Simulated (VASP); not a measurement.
Pd: single point with HSE06

The system is Pd.

```
Pd
1.0
     2.78367    0.00000    0.00000
    -1.39183    2.41072    0.00000
     0.00000    0.00000    4.62889
Pd
2
Direct
  0.33333 0.66667 0.25000
  0.66667 0.33333 0.75000
```

* Program: VASP 6.6.1
* Task: single point
* Functional: HSE06
* Potentials or basis: VASP PAW PBE potentials, release 64 (Pd)
* Cutoff: 520 eV
* k mesh: 6 × 6 × 3
* Occupations: fermi-dirac, width 0.05 eV
* Spin: no spin polarisation

```
Pressure               : -7.0 GPa
Band gap on the k mesh : zero (band 10 reaches 8.37 eV, above the bottom of band 11 at 7.45 eV)
```

Stress tensor (GPa, compression positive):
```
-8.76  0.00  0.00
 0.00 -8.76  0.00
 0.00  0.00 -3.63
```

Levels at points of the mesh, in eV from the Fermi level:
```tsv
k point	band 7	band 8	band 9	band 10	band 11	band 12	band 13	band 14
(0.00, 0.00, 0.00)	-2.66	-2.08	-2.08	-0.53	-0.53	1.70	8.08	18.64
(0.50, 0.00, 0.00)	-1.64	-0.32	-0.02	0.21	3.27	5.44	10.91	11.14
```

Wall time 12 min on 1 thread of Intel(R) Xeon(R) Platinum 8488C (Sapphire Rapids), with other jobs on the host, peak memory 0.26 GiB.

Caveat: the k points lie up to 0.45 Å⁻¹ apart; the PAW data sets were made with another functional, which shifts forces and pressure a little.
